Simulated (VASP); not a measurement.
# MgI2 in VASP: relaxation of the atoms with PBE+D3(BJ)

Aim: the relaxation of the atoms of MgI2 with PBE+D3(BJ).

All numbers are computed with VASP 6.6.1; they aren't measurements. Logs are shortened: lines on timing, memory, paths and dates and some standing lists are left out, and cuts for length are marked.

### Step 1. The cell of the first run

The cell holds a slab with vacuum, 6 atoms: a = 4.131 Å, b = 4.131 Å, c = 24.227 Å, α = 90.00°, β = 90.00°, γ = 120.00°.

### Step 2. Relaxation of the atoms, PBE+D3(BJ)

Input file INCAR:

```
SYSTEM = MgI2
PREC     = Accurate       ! precision mode
ENCUT    = 520            ! plane-wave cutoff, eV
EDIFF    = 1E-7           ! SCF threshold, eV
ISMEAR   = 0              ! smearing method
SIGMA    = 0.05           ! smearing width, eV
LREAL    = .False.        ! projectors in reciprocal space
LASPH    = .True.         ! aspherical terms in the spheres
NELM     = 120            ! most SCF steps
ALGO     = Normal         ! electronic algorithm
ISIF     = 2              ! what is computed and relaxed
LWAVE    = .False.        ! write WAVECAR
LCHARG   = .False.        ! write CHGCAR
LDIPOL   = .True.       
IDIPOL   = 3            
DIPOL    = 0.5 0.5 0.403
GGA      = PE             ! functional
IVDW     = 12             ! dispersion correction
IBRION   = 2              ! ionic algorithm
NSW      = 40             ! ionic steps
EDIFFG   = -0.003         ! ionic threshold
GGA_COMPAT= .False.      
NELMIN   = 4            
NELMDL   = -8
```

Input file KPOINTS:

```
regular mesh
0
Gamma
  9 9 1
  0 0 0
```

Input file POSCAR:

```
MgI2
1.0
    4.1311066717      0.0000000000      0.0000000000
   -2.0655533359      3.5776433235      0.0000000000
    0.0000000000      0.0000000000     24.2265083865
I Mg
4 2
Selective dynamics
Direct
    0.3333333333      0.6666666667      0.1857469483  F F F
    0.6666666667      0.3333333333      0.3244418386  F F T
    1.3333333333      0.6666666667      0.4825514101  F F T
    1.6666666667      0.3333333333      0.6212433899  F F T
    0.0000000000      0.0000000000      0.2551348768  F F T
    1.0000000000      0.0000000000      0.5518641394  F F T
```

Potentials or basis: VASP PAW PBE potentials, release 64 (I, Mg).

On the command line:

```bash
$ cat potpaw_PBE.64/I/POTCAR potpaw_PBE.64/Mg/POTCAR > POTCAR
$ mpirun -np 1 vasp_std > vasp.out
```

OUTCAR:

```text
SYSTEM = MgI2
   PREC = Accurate
   ENCUT = 520
   EDIFF = 1E-7
   ISMEAR = 0
   LREAL = .False.
   LASPH = .True.
   NELM = 120
   ISIF = 2
   GGA = PE
   IVDW = 12
   IBRION = 2
   NSW = 40
   EDIFFG = -0.003
   NELMIN = 4
   NELMDL = -8
 IVDW          = 12

 ion  position               nearest neighbor table
   1  0.333  0.667  0.186-   5 2.92   5 2.92   5 2.92
   2  0.667  0.333  0.324-   5 2.92   5 2.92   5 2.92
   3  0.333  0.667  0.483-   6 2.92   6 2.92   6 2.92
   4  0.667  0.333  0.621-   6 2.92   6 2.92   6 2.92
   5  0.000  0.000  0.255-   2 2.92   2 2.92   2 2.92   1 2.92   1 2.92   1 2.92
   6  0.000  0.000  0.552-   3 2.92   3 2.92   3 2.92   4 2.92   4 2.92   4 2.92

  LATTYP: Found a hexagonal cell.
 ALAT       =     4.1311066717
 C/A-ratio  =     5.8644112369

  Lattice vectors:

 A1 = (   4.1311066717,   0.0000000000,   0.0000000000)
 A2 = (  -2.0655533359,   3.5776433235,   0.0000000000)
 A3 = (   0.0000000000,   0.0000000000,  24.2265083865)

Analysis of symmetry for initial positions (statically):
=====================================================================
 Subroutine PRICEL returns:
 Original cell was already a primitive cell.

 Routine SETGRP: Setting up the symmetry group for a
 hexagonal supercell.

 Subroutine GETGRP returns: Found 12 space group operations
 (whereof  6 operations were pure point group operations)
 out of a pool of 24 trial point group operations.

The static configuration has the point symmetry C_3v.
 The point group associated with its full space group is D_3d.

Analysis of symmetry for dynamics (positions and initial velocities):
=====================================================================
 Subroutine PRICEL returns:
 Original cell was already a primitive cell.

 Routine SETGRP: Setting up the symmetry group for a
 hexagonal supercell.

 Subroutine GETGRP returns: Found 12 space group operations
 (whereof  6 operations were pure point group operations)
 out of a pool of 24 trial point group operations.

The dynamic configuration has the point symmetry C_3v.
 The point group associated with its full space group is D_3d.

Analysis of constrained symmetry for selective dynamics:
=====================================================================
 Subroutine PRICEL returns:
 Original cell was already a primitive cell.

 Routine SETGRP: Setting up the symmetry group for a
 hexagonal supercell.

 Subroutine GETGRP returns: Found  6 space group operations
 (whereof  6 operations were pure point group operations)
 out of a pool of 24 trial point group operations.

The constrained configuration has the point symmetry C_3v.

 Subroutine INISYM returns: Found  6 space group operations
 (whereof  6 operations are pure point group operations),
 and found     1 'primitive' translations

----------------------------------------------------------------------------------------

                                     Primitive cell

  volume of cell :     358.0587

  direct lattice vectors                    reciprocal lattice vectors
     4.131106672  0.000000000  0.000000000     0.242065887  0.139756805  0.000000000
    -2.065553336  3.577643323  0.000000000     0.000000000  0.279513610  0.000000000
     0.000000000  0.000000000 24.226508387     0.000000000  0.000000000  0.041277100

  length of vectors
     4.131106672  4.131106672 24.226508387     0.279513610  0.279513610  0.041277100

  position of ions in fractional coordinates (direct lattice)
     0.333333333  0.666666667  0.185746948
     0.666666667  0.333333333  0.324441839
     0.333333333  0.666666667  0.482551410
     0.666666667  0.333333333  0.621243390
     0.000000000  0.000000000  0.255134877
     0.000000000  0.000000000  0.551864139

  ion indices of the primitive-cell ions
   primitive index   ion index
                 1           1
                 2           2
                 3           3
                 4           4
                 5           5
                 6           6

[... 33 lines left out ...]
  0.111111  0.111111  0.000000      6.000000
  0.222222  0.111111  0.000000     12.000000
  0.333333  0.111111  0.000000     12.000000
  0.444444  0.111111  0.000000      6.000000
  0.222222  0.222222  0.000000      6.000000
  0.333333  0.222222  0.000000     12.000000
  0.333333  0.333333  0.000000      2.000000
   k-points           NKPTS =     12   k-points in BZ     NKDIM =     12   number of bands    NBANDS=     20
   number of dos      NEDOS =    301   number of ions     NIONS =      6
   total plane-waves  NPLWV = 184320
   dimension x,y,z NGX =    32 NGY =   32 NGZ =  180
   dimension x,y,z NGXF=    64 NGYF=   64 NGZF=  360
   ions per type =               4   2
   NGX,Y,Z   is equivalent  to a cutoff of  12.88, 12.88, 12.35 a.u.
   NGXF,Y,Z  is equivalent  to a cutoff of  25.76, 25.76, 24.70 a.u.
 SYSTEM =  MgI2
   PREC   = accura    normal or accurate (medium, high low for compatibility)
   ISTART =      0    job   : 0-new  1-cont  2-samecut
   ICHARG =      2    charge: 1-file 2-atom 10-const
   ISPIN  =      1    spin polarized calculation?
   LNONCOLLINEAR =      F non collinear calculations
   LSORBIT =      F    spin-orbit coupling
   LASPH  =      T    aspherical Exc in radial PAW
   ENCUT  =  520.0 eV  38.22 Ry    6.18 a.u.   7.68  7.68 45.05*2*pi/ulx,y,z
   NELM   =    120;   NELMIN=  4; NELMDL= -8     # of ELM steps
   EDIFF  = 0.1E-06   stopping-criterion for ELM
   LREAL  =      F    real-space projection
   EDIFFG = -.3E-02   stopping-criterion for IOM
   NSW    =     40    number of steps for IOM
   IBRION =      2    ionic relax: 0-MD 1-quasi-New 2-CG
   NFREE  =      1    steps in history (QN), initial steepest desc. (CG)
   ISIF   =      2    stress and relaxation
   ISYM   =      2    0-nonsym 1-usesym 2-fastsym
   POTIM  = 0.5000    time-step for ionic-motion
   TEBEG  =    0.0;   TEEND  =   0.0 temperature during run
   PSTRESS=    0.0 pullay stress
   NELECT =      32.0000    total number of electrons
   NUPDOWN=      -1.0000    fix difference up-down
   EMIN   =  10.00;   EMAX   =-10.00  energy-range for DOS
   EFERMI =   0.00;   METHOD = LEGACY
   ISMEAR =     0;   SIGMA  =   0.05  broadening in eV -4-tet -1-fermi 0-gaus
   EFERMI_NEDOS =   21; number of points for ismear=-14 and -15
   IALGO  =     38    algorithm
   IMIX   =      4    mixing-type and parameters
     AMIX     =   0.40;   BMIX     =  1.00
     AMIX_MAG =   1.60;   BMIX_MAG =  1.00
  volume/ion in A,a.u.               =      59.68       402.72
  Fermi-wavevector in a.u.,A,eV,Ry     =   0.731936  1.383159  7.289063  0.535731
  Thomas-Fermi vector in A             =   1.824276
   LORBIT       =      0    0 simple, 1 ext, 2 COOP (PROOUT), +10 PAW based schemes
   GGA     = PE    functional components
   LHFCALC =     F    Hartree Fock is set to
   AEXX    =    0.0000 exact exchange contribution
   IVDW    =    12    specifies the selected vdW correction
   LEPSILON=     F    determine dielectric tensor
   LRPA    =     F    only Hartree local field effects (RPA)
 conjugate gradient relaxation of ions
 non-spin polarized calculation
 Gauss-broadening in eV      SIGMA  =   0.05
  energy-cutoff  :      520.00
  volume of cell :      358.06
 maximum number of plane-waves:      9709
 NGX is ok and might be reduce to    32
   NGX = 15   NGY = 15   NGZ = 91

--------------------------------------- Ionic step        1  -------------------------------------------

 number of electron      32.0000002 magnetization

 Free energy of the ion-electron system (eV)
  ---------------------------------------------------
  ext. energy  EPLUGINS =         0.00000000
  ---------------------------------------------------
  free energy    TOTEN  =       -15.43689766 eV

  energy without entropy =      -15.43689766  energy(sigma->0) =      -15.43689766

------------------------ aborting loop because EDIFF is reached ----------------------------------------

 Edisp (eV)   -1.59929

 E8    (eV) :    -0.7350
[... 117 lines left out ...]
  FREE ENERGIE OF THE ION-ELECTRON SYSTEM (eV)
  ---------------------------------------------------
  free  energy   TOTEN  =       -17.0368421228 eV

  energy  without entropy=      -17.0368421228  energy(sigma->0) =      -17.03684212

 vacuum level on the upper side and lower side of the slab       (xc-potential included)         0.003        -0.017

[... ionic steps 4 to 28 ...]

--------------------------------------- Ionic step       29  -------------------------------------------

 number of electron      32.0000002 magnetization

------------------------ aborting loop because EDIFF is reached ----------------------------------------
[... 33 lines left out ...]
  FREE ENERGIE OF THE ION-ELECTRON SYSTEM (eV)
  ---------------------------------------------------
  free  energy   TOTEN  =       -17.0496669862 eV

  energy  without entropy=      -17.0496669862  energy(sigma->0) =      -17.04966699

 dipolmoment           0.000000      0.000000      0.000003 electrons x Angstroem

--------------------------------------- Ionic step       30  -------------------------------------------

 number of electron      32.0000002 magnetization

------------------------ aborting loop because EDIFF is reached ----------------------------------------
[... 39 lines left out ...]
--------------------------------------- Ionic step       31  -------------------------------------------

 number of electron      32.0000002 magnetization

 dipolmoment           0.000000      0.000000     -0.000180 electrons x Angstroem

 Free energy of the ion-electron system (eV)
  ---------------------------------------------------
  ext. energy  EPLUGINS =         0.00000000
  ---------------------------------------------------
  free energy    TOTEN  =       -15.40875707 eV

  energy without entropy =      -15.40875707  energy(sigma->0) =      -15.40875707

 E-fermi :  -1.2005     XC(G=0):  -5.0429

 val. band max:       -1.4165448442   @ k =   0.0000   0.0000   0.0000
 cond. band min:       2.2083317610   @ k =   0.4444   0.0000   0.0000
 fundamental gap:      3.6248766052
 Fermi energy:        -1.2004743340

 k-point     1 :       0.0000    0.0000    0.0000
  band No.  band energies     occupation
      1     -13.4222      2.00000
      2     -13.3326      2.00000
      3     -12.8905      2.00000
      4     -12.7895      2.00000
      5      -4.7654      2.00000
      6      -4.3179      2.00000
[... 265 lines left out ...]
     19       4.6399      0.00000
     20       4.6401      0.00000

------------------------ aborting loop because EDIFF is reached ----------------------------------------

 vacuum level on the upper side and lower side of the slab       (xc-potential included)        -0.015        -0.015

 Edisp (eV)   -1.64091

 E8    (eV) :    -0.7540

  FORCE on cell =-STRESS in cart. coord.  units (eV):
  Direction    XX          YY          ZZ          XY          YZ          ZX
  --------------------------------------------------------------------------------------
  -------------------------------------------------------------------------------------
  Total      -0.12823    -0.12823    -0.05827     0.00000     0.00000     0.00000
  in kB      -0.57379    -0.57379    -0.26076     0.00000     0.00000     0.00000
  external pressure =       -0.47 kB  Pullay stress =        0.00 kB
[... 21 lines left out ...]
  FREE ENERGIE OF THE ION-ELECTRON SYSTEM (eV)
  ---------------------------------------------------
  free  energy   TOTEN  =       -17.0496716608 eV

  energy  without entropy=      -17.0496716608  energy(sigma->0) =      -17.04967166

 reached required accuracy - stopping structural energy minimisation

 vacuum level on the upper side and lower side of the slab         4.903         4.902
```

Run time: 20 min. Hardware: 1 thread of Intel Xeon 6975P-C (Granite Rapids), shared host; peak memory 0.52 GiB.

What came out:

```
Free energy                : -17.0497 eV
Energy gained by relaxing  : 2.2 meV/atom
Ionic steps                : 31
Band gap on the k mesh     : 3.62 eV (least direct gap 3.94 eV)
Dispersion energy per atom : -0.273 eV
```

Step by step:
| step | energy change (eV) | largest force on free atoms (eV/Å) | pressure (GPa) |
| --- | --- | --- | --- |
| 1 | 0.0000 | 0.0487 | -0.11 |
| 2 | -0.0002 | 0.0396 | -0.12 |
| 3 | -0.0007 | 0.0348 | -0.15 |
| 4 | -0.0006 | 0.0749 | -0.20 |
| 5 | -0.0008 | 0.0525 | -0.17 |
| 6 | -0.0010 | 0.0445 | -0.18 |
| 7 | -0.0015 | 0.0420 | -0.20 |
| 8 | -0.0014 | 0.0764 | -0.23 |
| 9 | -0.0016 | 0.0577 | -0.21 |
| 10 | -0.0020 | 0.0423 | -0.20 |
| 11 | -0.0025 | 0.0390 | -0.19 |
| 12 | -0.0026 | 0.0716 | -0.16 |
| 13 | -0.0027 | 0.0499 | -0.18 |
| 14 | -0.0031 | 0.0437 | -0.17 |
| 15 | -0.0040 | 0.0513 | -0.17 |
| 16 | -0.0053 | 0.0783 | -0.16 |
| 17 | -0.0058 | 0.1367 | -0.13 |
| 18 | -0.0060 | 0.1174 | -0.14 |
| 19 | -0.0063 | 0.1158 | -0.14 |
| 20 | -0.0071 | 0.1108 | -0.13 |
| 21 | -0.0087 | 0.1013 | -0.12 |
| 22 | -0.0112 | 0.0833 | -0.10 |
| 23 | -0.0130 | 0.0529 | -0.06 |
| 24 | -0.0130 | 0.0559 | -0.06 |
| 25 | -0.0133 | 0.0339 | -0.06 |
| 26 | -0.0133 | 0.0274 | -0.05 |
| 27 | -0.0134 | 0.0195 | -0.05 |
| 28 | -0.0135 | 0.0124 | -0.05 |
| 29 | -0.0135 | 0.0048 | -0.05 |
| 30 | -0.0135 | 0.0044 | -0.05 |
| 31 | -0.0135 | 0.0021 | -0.05 |

Final structure:
```yaml
crystal:
  lattice:
    - [4.13111, 0.00000, 0.00000]
    - [-2.06555, 3.57764, 0.00000]
    - [0.00000, 0.00000, 24.22651]
  atoms:
    - { symbol: I, position: [0.33333, 0.66667, 0.18575] }
    - { symbol: I, position: [0.66667, 0.33333, 0.32428] }
    - { symbol: I, position: [0.33333, 0.66667, 0.46883] }
    - { symbol: I, position: [0.66667, 0.33333, 0.60731] }
    - { symbol: Mg, position: [0.00000, 0.00000, 0.25510] }
    - { symbol: Mg, position: [0.00000, 0.00000, 0.53800] }
```

Levels at points of the mesh, in eV from the valence-band top:
```tsv
k point	band 13	band 14	band 15	band 16	band 17	band 18	band 19	band 20
(0.00, 0.00, 0.00)	-0.05	-0.05	0.00	0.00	3.94	4.43	4.90	4.94
```

Caveat: spin-orbit coupling is left out, which moves the levels of the heavy elements.
